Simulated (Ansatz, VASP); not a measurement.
# Two plane-wave programs on Ti4B

File INCAR:

```
SYSTEM = Ti4B
  ALGO = Normal
  EDIFF = 1E-6
  ENCUT = 520
  GGA = PE
  ISIF = 2
  ISMEAR = 0
  LASPH = .True.
  LCHARG = .False.
  LREAL = .False.
  LWAVE = .False.
  NBANDS = 34
  NELM = 80
  PREC = Accurate
  SIGMA = 0.1
```

KPOINTS

```
k-points
0
Gamma
  6 6 4
  0 0 0
```

File POSCAR:

```
Ti4B
1.0
    4.0413008800      0.0000000000      0.0000000000
   -2.0206504400      3.4998692300      0.0000000000
    0.0000000000      0.0000000000      5.3926517500
Ti B
4 1
Direct
    0.3333333300      0.6666666700      0.0000000000
    0.6666666700      0.3333333300      0.0000000000
    0.3333333300      0.6666666700      0.5000000000
    0.6666666700      0.3333333300      0.5000000000
    0.0000000000      0.0000000000      0.5000000000
```

Input for Ansatz:

```yaml
crystal:
  lattice:
    - [4.04130088, 0.0, 0.0]
    - [-2.02065044, 3.49986923, 0.0]
    - [0.0, 0.0, 5.39265175]
  atoms:
    - { symbol: Ti, position: [0.33333333, 0.66666667, 0.0] }
    - { symbol: Ti, position: [0.66666667, 0.33333333, 0.0] }
    - { symbol: Ti, position: [0.33333333, 0.66666667, 0.5] }
    - { symbol: Ti, position: [0.66666667, 0.33333333, 0.5] }
    - { symbol: B, position: [0.0, 0.0, 0.5] }
basis:
  ecutwfc: 420
kpoints:
  mp_grid: { grid: [6, 6, 4] }
hamiltonian:
  xc: pbe
scf:
  occupations: { method: gaussian, width: 0.1 }
  lower_state_search: "off"
output:
  forces: true
  stress: true
  eigenvalues: true
```

Alike in both runs: task single point; functional PBE; k mesh 6 × 6 × 4; occupations gaussian, width 0.1 eV; no spin polarisation.

|  | VASP | Ansatz |
| --- | --- | --- |
| version | VASP 6.6.1 | Ansatz 0.2.0 |
| potentials or method | VASP PAW PBE potentials, release 64 (Ti_sv, B), cutoff 520 eV | scalar-relativistic, plane waves, PAW |
| valence electrons in the cell | 51 | 51 |

VASP gave:

```
gap on the k mesh at the Fermi level (eV)                     : none
pressure (GPa)                                                : 11.5
traceless stress, the component that is largest in VASP (GPa) : -15.22
```

Which values does Ansatz return?

gap on the k mesh at the Fermi level (eV): none; pressure (GPa): 11.4; traceless stress, the component that is largest in VASP (GPa): -14.80.

A gap of «none» marks a metal or a gap that the smearing closes.
